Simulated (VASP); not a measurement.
# WS2 (Cm) in VASP: single point with PBEsol

Aim: the single point of WS2 with PBEsol.

Everything below comes from runs of VASP 6.6.1. Logs are shortened: lines on timing, memory, paths and dates and some standing lists are left out, and cuts for length are marked.

## (1) The cell of the first run

Symmetry: Cm, No. 8, monoclinic system. Conventional cell: a = 10.940 Å, b = 6.316 Å, c = 7.161 Å, α = 90.00°, β = 120.61°, γ = 90.00°. W (site symmetry m) has 6 S at 2.39 to 2.42 Å and 6 W at 3.16 Å within 3.2 Å. W (site symmetry m) has 6 S at 2.27 to 2.42 Å within 3.0 Å. Within 3.2 Å of W (site symmetry 1) lie 6 S at 2.38 to 2.42 Å and 6 W at 3.16 Å. S (site symmetry m) has 3 W at 2.27 to 2.38 Å and 7 S at 3.05 to 3.24 Å within 3.3 Å. Within 3.2 Å of S (site symmetry m) lie 3 W at 2.39 Å and 7 S at 3.13 to 3.16 Å. S (site symmetry 1) has 3 W at 2.39 Å and 7 S at 3.08 to 3.24 Å within 3.3 Å. Within 3.2 Å of S (site symmetry m) lie 3 W at 2.42 Å and 7 S at 3.05 to 3.16 Å. Within 3.2 Å of S (site symmetry m) lie 3 W at 2.42 Å and 7 S at 3.13 to 3.16 Å.

## (2) Single point, PBEsol (atom 5 (S) moved +0.120 Å towards its neighbour atom 2 (W) at 2.391 Å)

The input, INCAR:

```
SYSTEM = WS2
PREC = Accurate ; ENCUT = 520
EDIFF = 1E-6 ; ISMEAR = 0
SIGMA = 0.05 ; LREAL = .FALSE.
LASPH = .TRUE. ; NELM = 100
ALGO = Normal ; ISIF = 2
LWAVE = .FALSE. ; LCHARG = .FALSE.
GGA = PS ; NBANDS = 64
```

The input, KPOINTS:

```
regular mesh
0
G
  6 6 6
  0 0 0
```

The input, POSCAR:

```
WS2
1.0
    3.1580007686      5.4698177815      0.0000000000
    6.3160015371      0.0000000000      0.0000000000
    3.1580007686      1.8232725938     -6.1633300000
W S
4 8
Direct
    0.0000000000      0.0000000000      0.0000000000
    0.0000000000      0.5000000000      0.0000000000
    0.5000000000      0.0000000000      0.0000000000
    0.5000000000      0.5000000000      0.0000000000
    0.7628333856      0.7377364982      0.7616936181
    0.7503000000      0.2503000000      0.7491000000
    0.2503000000      0.7503000000      0.7491000000
    0.2503000000      0.2503000000      0.7491000000
    0.5810000000      0.5810000000      0.2570000000
    0.5810000000      0.0810000000      0.2570000000
    0.0810000000      0.5810000000      0.2570000000
    0.0810000000      0.0810000000      0.2570000000
```

Potentials or basis: VASP PAW PBE potentials, release 64 (W_sv, S).

Run with:

```
> cat potpaw_PBE.64/W_sv/POTCAR potpaw_PBE.64/S/POTCAR > POTCAR
> mpirun -np 1 vasp_std > vasp.out
```

OUTCAR:

```text
SYSTEM = WS2
   PREC = Accurate
   ENCUT = 520
   EDIFF = 1E-6
   ISMEAR = 0
   LREAL = .FALSE.
   LASPH = .TRUE.
   NELM = 100
   ISIF = 2
   GGA = PS

 ion  position               nearest neighbor table
   1  0.000  0.000  0.000-   6 2.39   8 2.39   7 2.39  11 2.42  12 2.42  10 2.42   2 3.16   2 3.16
                             4 3.16   4 3.16   3 3.16   3 3.16
   2  0.000  0.500  0.000-   5 2.27   7 2.39   8 2.39  12 2.42  11 2.42   9 2.42   1 3.16   1 3.16
                             3 3.16   3 3.16   4 3.16   4 3.16
   3  0.500  0.000  0.000-   5 2.38   8 2.39   6 2.39   9 2.42  10 2.42  12 2.42   4 3.16   4 3.16
                             2 3.16   2 3.16   1 3.16   1 3.16
   4  0.500  0.500  0.000-   5 2.38   7 2.39   6 2.39  10 2.42   9 2.42  11 2.42   3 3.16   3 3.16
                             1 3.16   1 3.16   2 3.16   2 3.16
   5  0.763  0.738  0.762-   2 2.27   3 2.38   4 2.38
   6  0.750  0.250  0.749-   1 2.39   3 2.39   4 2.39
   7  0.250  0.750  0.749-   4 2.39   2 2.39   1 2.39
   8  0.250  0.250  0.749-   3 2.39   1 2.39   2 2.39
   9  0.581  0.581  0.257-   3 2.42   4 2.42   2 2.42
  10  0.581  0.081  0.257-   4 2.42   3 2.42   1 2.42
  11  0.081  0.581  0.257-   1 2.42   2 2.42   4 2.42
  12  0.081  0.081  0.257-   2 2.42   1 2.42   3 2.42

  LATTYP: Found a trigonal (rhomboedric) cell.
 ALAT       =     7.1612798084
 COS(alpha) =     0.6110684518

  Lattice vectors:

 A1 = (   0.0000000000,  -3.6465451877,  -6.1633300000)
 A2 = (  -3.1580007685,   1.8232725938,  -6.1633300000)
 A3 = (   3.1580007686,   1.8232725938,  -6.1633300000)

Analysis of symmetry for initial positions (statically):
=====================================================================
 Subroutine PRICEL returns:
 Original cell was already a primitive cell.

 Routine SETGRP: Setting up the symmetry group for a
 trigonal (rhombohedral) supercell.

 Subroutine GETGRP returns: Found  2 space group operations
 (whereof  2 operations were pure point group operations)
 out of a pool of 12 trial point group operations.

The static configuration has the point symmetry C_1h.

Analysis of symmetry for dynamics (positions and initial velocities):
=====================================================================
 Subroutine PRICEL returns:
 Original cell was already a primitive cell.

 Routine SETGRP: Setting up the symmetry group for a
 trigonal (rhombohedral) supercell.

[... 135 lines left out ...]
   NELECT =     104.0000    total number of electrons
   NUPDOWN=      -1.0000    fix difference up-down
   EMIN   =  10.00;   EMAX   =-10.00  energy-range for DOS
   EFERMI =   0.00;   METHOD = LEGACY
   ISMEAR =     0;   SIGMA  =   0.05  broadening in eV -4-tet -1-fermi 0-gaus
   EFERMI_NEDOS =   21; number of points for ismear=-14 and -15
   IALGO  =     38    algorithm
   IMIX   =      4    mixing-type and parameters
     AMIX     =   0.40;   BMIX     =  1.00
     AMIX_MAG =   1.60;   BMIX_MAG =  1.00
  volume/ion in A,a.u.               =      17.74       119.74
  Fermi-wavevector in a.u.,A,eV,Ry     =   1.289266  2.436359 22.615688  1.662206
  Thomas-Fermi vector in A             =   2.421169
   LORBIT       =      0    0 simple, 1 ext, 2 COOP (PROOUT), +10 PAW based schemes
   GGA     = PS    functional components
   LHFCALC =     F    Hartree Fock is set to
   AEXX    =    0.0000 exact exchange contribution
   IVDW    =     0    specifies the selected vdW correction
   LEPSILON=     F    determine dielectric tensor
   LRPA    =     F    only Hartree local field effects (RPA)
 non-spin polarized calculation
 Gauss-broadening in eV      SIGMA  =   0.05
  energy-cutoff  :      520.00
  volume of cell :      212.93
 maximum number of plane-waves:      5759
   NGX = 23   NGY = 23   NGZ = 27

 number of electron     103.9999999 magnetization

 Free energy of the ion-electron system (eV)
  ---------------------------------------------------
  ext. energy  EPLUGINS =         0.00000000
  ---------------------------------------------------
  free energy    TOTEN  =      -100.91434569 eV

  energy without entropy =     -100.91434569  energy(sigma->0) =     -100.91434569

 E-fermi :   7.8170     XC(G=0): -11.1025

 val. band max:        7.4337484551   @ k =   0.0000   0.0000   0.5000
 cond. band min:       8.3990519961   @ k =  -0.3333   0.3333  -0.3333
 fundamental gap:      0.9653035410
 Fermi energy:         7.8170498590

 k-point     1 :       0.0000    0.0000    0.0000
  band No.  band energies     occupation
      1     -67.1906      2.00000
      2     -67.1743      2.00000
      3     -67.1683      2.00000
      4     -67.1434      2.00000
      5     -31.6551      2.00000
      6     -31.6426      2.00000
[... 1597 lines left out ...]
     63      10.3825      0.00000
     64      10.4381      0.00000

 [... further k-points ...]

------------------------ aborting loop because EDIFF is reached ----------------------------------------

  FORCE on cell =-STRESS in cart. coord.  units (eV):
  Direction    XX          YY          ZZ          XY          YZ          ZX
  --------------------------------------------------------------------------------------
  -------------------------------------------------------------------------------------
  Total       -0.5773877      0.5970021      2.9764048      0.0000000     -1.8175027     -0.0000000
  in kB       -4.3445780      4.4921677     22.3960835      0.0000000    -13.6758757     -0.0000000
  external PRESSURE =       7.5145577 kB  Pullay stress =       0.0000000 kB

 VOLUME and BASIS-vectors are now :
 -----------------------------------------------------------------------------
  energy-cutoff  :      520.00
  volume of cell :      212.93
      direct lattice vectors                 reciprocal lattice vectors
     3.158000769  5.469817781  0.000000000     0.000000000  0.182821447  0.054083318
     6.316001537  0.000000000  0.000000000     0.158328017 -0.091410723  0.054083318
     3.158000769  1.823272594 -6.163330000     0.000000000  0.000000000 -0.162249953

 POSITION                                       TOTAL-FORCE (eV/Angst)
 -----------------------------------------------------------------------------------
      0.00000      0.00000      0.00000         0.000000     -0.029625     -0.663832
      3.15800      0.00000      0.00000         0.000000      1.164705     -1.641257
      1.57900      2.73491      0.00000         0.082126      0.092461     -0.824170
      4.73700      2.73491      0.00000        -0.082126      0.092461     -0.824170
      9.47400      5.56133     -4.69457        -0.000000     -1.477039      1.799003
      6.31600      5.46982     -4.61695        -0.000000     -0.017896      0.306679
      7.89500      2.73491     -4.61695         0.071512      0.098123      0.312325
      4.73700      2.73491     -4.61695        -0.071512      0.098123      0.312325
      6.31600      3.64655     -1.58398        -0.000000     -0.027207      0.194803
      3.15800      3.64655     -1.58398        -0.000000     -0.003186      0.369671
      4.73700      0.91164     -1.58398         0.058780      0.004540      0.329311
      1.57900      0.91164     -1.58398        -0.058780      0.004540      0.329311
 -----------------------------------------------------------------------------------
    total drift:                               -0.000007      0.000072      0.000112

  FREE ENERGIE OF THE ION-ELECTRON SYSTEM (eV)
  ---------------------------------------------------
  free  energy   TOTEN  =      -100.9143456887 eV

  energy  without entropy=     -100.9143456887  energy(sigma->0) =     -100.91434569
```

OSZICAR:

```text
N       E                     dE             d eps       ncg     rms          rms(c)
DAV:   1     0.111530138597E+04    0.11153E+04   -0.54269E+04  9192   0.163E+03
DAV:   2    -0.145632984271E+02   -0.11299E+04   -0.10966E+04  9920   0.460E+02
DAV:   3    -0.103001286179E+03   -0.88438E+02   -0.86706E+02 10648   0.120E+02
DAV:   4    -0.105983539356E+03   -0.29823E+01   -0.29625E+01 10808   0.216E+01
DAV:   5    -0.106056952556E+03   -0.73413E-01   -0.73275E-01 10616   0.363E+00    0.564E+01
DAV:   6    -0.101621733902E+03    0.44352E+01   -0.20186E+01 10560   0.200E+01    0.245E+01
DAV:   7    -0.101087715757E+03    0.53402E+00   -0.50217E+00  9984   0.819E+00    0.979E+00
DAV:   8    -0.100923240168E+03    0.16448E+00   -0.74609E-01 10536   0.412E+00    0.278E+00
DAV:   9    -0.100917806954E+03    0.54332E-02   -0.96133E-02 11488   0.141E+00    0.134E+00
DAV:  10    -0.100915262663E+03    0.25443E-02   -0.27618E-02 10528   0.106E+00    0.537E-01
DAV:  11    -0.100914374347E+03    0.88832E-03   -0.10065E-02 10856   0.606E-01    0.140E-01
DAV:  12    -0.100914303379E+03    0.70968E-04   -0.13996E-03 10808   0.176E-01    0.750E-02
DAV:  13    -0.100914319915E+03   -0.16537E-04   -0.77877E-05 10536   0.465E-02    0.406E-02
DAV:  14    -0.100914343059E+03   -0.23144E-04   -0.30474E-05 10440   0.321E-02    0.168E-02
DAV:  15    -0.100914345293E+03   -0.22345E-05   -0.84465E-06  9664   0.213E-02    0.108E-02
DAV:  16    -0.100914345689E+03   -0.39528E-06   -0.12527E-06  6432   0.685E-03
   1 F= -.10091435E+03 E0= -.10091435E+03  d E =-.392039E-29
```

stdout:

```text
POSCAR found type information on POSCAR W S
 POSCAR found :  2 types and      12 ions
 scaLAPACK will be used
 -----------------------------------------------------------------------------
|                                                                             |
|                                                                             |
|     You enforced a specific xc type in the INCAR file but a different       |
|     I HOPE YOU KNOW WHAT YOU ARE DOING!                                     |
|                                                                             |
 -----------------------------------------------------------------------------

 LDA part: xc-table for (Slater+PW92), standard interpolation
 POSCAR, INCAR and KPOINTS ok, starting setup
 FFT: planning ... GRIDC
 FFT: planning ... GRID_SOFT
 FFT: planning ... GRID
 WAVECAR not read
 entering main loop
```

Run time: 32 min. Hardware: 1 thread of Oxide Virtual Turin-like, shared host; peak memory 0.75 GiB.

What came out:

| Property | Result |
| --- | --- |
| Free energy | -100.9143 eV |
| Pressure | 0.8 GPa |
| Largest force | 2.328 eV/Å |
| Band gap on the k mesh | 0.97 eV |

Forces in eV/Å, atoms in the order of the input:
```
W    0.000 -0.030 -0.664
W    0.000  1.165 -1.641
W    0.082  0.092 -0.824
W   -0.082  0.092 -0.824
S    0.000 -1.477  1.799
S    0.000 -0.018  0.307
S    0.072  0.098  0.312
S   -0.072  0.098  0.312
S    0.000 -0.027  0.195
S    0.000 -0.003  0.370
S    0.059  0.005  0.329
S   -0.059  0.005  0.329
```

Stress tensor (GPa, compression positive):
```
-0.43  0.00  0.00
 0.00  0.45 -1.37
 0.00 -1.37  2.24
```

Caveat: the cell differs from its parent crystal (atom 5 (S) moved +0.120 Å towards its neighbour atom 2 (W) at 2.391 Å); the PAW data sets were made with another functional, which shifts forces and pressure a little; spin-orbit coupling is left out, which moves the levels of the heavy elements; this functional lacks dispersion, which binds the layers, so the pressure and a relaxed spacing across them are unreliable. A k mesh can miss the band edges.
